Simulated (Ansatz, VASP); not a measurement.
# Two plane-wave programs on Sn

```
CELL_PARAMETERS angstrom
0.00000 3.24595 3.24595
3.24595 0.00000 3.24595
3.24595 3.24595 0.00000
ATOMIC_POSITIONS crystal
Sn 0.75000 0.75000 0.75000
Sn 0.50000 0.50000 0.50000
```

Alike in both runs: task single point; functional PBE; k mesh 12 × 12 × 12; occupations gaussian, width 0.05 eV; no spin polarisation.

|  | VASP | Ansatz |
| --- | --- | --- |
| version | VASP 6.6.1 | Ansatz 0.2.0 |
| potentials or method | VASP PAW PBE potentials, release 64 (Sn_d), cutoff 520 eV | scalar-relativistic, plane waves, PAW |
| valence electrons in the cell | 28 | 28 |

```csv
,VASP,Ansatz,Ansatz less VASP
gap on the k mesh at the Fermi level (eV),none,none,-
pressure (GPa),3.1,3.2,+0.05
```

A gap of «none» marks a metal or a gap that the smearing closes.
